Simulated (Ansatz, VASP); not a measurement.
**One calculation of CaO, two programs**

```xyz
4
Lattice="4.0982 0.0000 0.0000 -2.0491 3.2946 0.0000 0.0000 0.0000 4.9361" Properties=species:S:1:pos:R:3 pbc="T T T"
Ca    0.0000    2.1964    3.7021
Ca    2.0491    1.0982    1.2340
O     0.0000    2.1964    1.2340
O     2.0491    1.0982    3.7021
```

Change from the starting cell: strain +e along x and -e along y +0.0367, strain +e along z and -e/2 along x and y +0.0267.

Alike in both runs: task single point; functional PBE; k mesh 9 × 9 × 6; occupations gaussian, width 0.05 eV; no spin polarisation.

|  | VASP | Ansatz |
| --- | --- | --- |
| version | VASP 6.6.1 | Ansatz 0.2.0 |
| potentials or method | VASP PAW PBE potentials, release 64 (Ca_sv, O), cutoff 520 eV | scalar-relativistic, plane waves, PAW |
| valence electrons in the cell | 32 | 32 |

```csv
,VASP,Ansatz,Ansatz less VASP
gap on the k mesh at the Fermi level (eV),3.24,3.25,+0.012
least direct gap on the mesh (eV),3.24,3.25,+0.012
pressure (GPa),0.9,0.5,-0.49
"traceless stress, the component that is largest in VASP (GPa)",5.15,4.98,-0.163
rms of the force components (eV/Å),0.307,0.292,-0.0147
```

Atom by atom the forces differ by 0.015 eV/Å (rms over components).
